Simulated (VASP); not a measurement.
A run of VASP 6.6.1 is set up as follows.

POSCAR

```
TaN
1.0
    0.0000000000      2.1908644818      2.1908644818
    2.1908644818      0.0000000000      2.1908644818
    2.1908644818      2.1908644818      0.0000000000
Ta N
1 1
Direct
    0.5000000000      0.5000000000      0.5000000000
    0.0000000000      0.0000000000      0.0000000000
```

The input INCAR.step1:

```
PREC     = Accurate       # precision mode
ENCUT    = 520            # plane-wave cutoff, eV
ISMEAR   = -1             # smearing method
SIGMA    = 0.05           # smearing width, eV
LREAL    = F              # projectors in reciprocal space
LASPH    = T              # aspherical terms in the spheres
NELM     = 100            # most SCF steps
NBANDS   = 15             # bands
GGA      = PE             # functional
ALGO     = Normal         # electronic algorithm
EDIFF    = 1E-4           # SCF threshold, eV
LWAVE    = T              # write WAVECAR
LCHARG   = F              # write CHGCAR
```

File INCAR.step2:

```
PREC     = Accurate       # precision mode
ENCUT    = 520            # plane-wave cutoff, eV
EDIFF    = 1E-7           # SCF threshold, eV
ISMEAR   = -1             # smearing method
SIGMA    = 0.05           # smearing width, eV
LREAL    = F              # projectors in reciprocal space
LASPH    = T              # aspherical terms in the spheres
NELM     = 100            # most SCF steps
ALGO     = Normal         # electronic algorithm
ISIF     = 2              # what is computed and relaxed
LWAVE    = F              # write WAVECAR
LCHARG   = F              # write CHGCAR
METAGGA  = R2SCAN         # meta-GGA
LMIXTAU  = T            
IVDW     = 12             # dispersion correction
VDW_S6   = 1.0          
VDW_S8   = 0.78981345   
VDW_A1   = 0.49484001   
VDW_A2   = 5.73083694   
NBANDS   = 15             # bands
ISTART   = 1
```

File KPOINTS:

```
Automatic mesh
0
Gamma
  10 10 10
```

Potentials or basis: VASP PAW PBE potentials, release 64 (Ta_pv, N).

Command:

```console
$ cat potpaw_PBE.64/Ta_pv/POTCAR potpaw_PBE.64/N/POTCAR > POTCAR
$ cp INCAR.step1 INCAR
$ mpirun -np 1 vasp_std > vasp.out
$ cp INCAR.step2 INCAR
$ mpirun -np 1 vasp_std > vasp.out
```

(1) What does it give for the dispersion energy per atom?

(2) Estimate the pressure.

## Answers

(1) -0.226 eV.

(2) 2.0 GPa.

Caveat: the PAW data sets were made with another functional, which shifts forces and pressure a little.
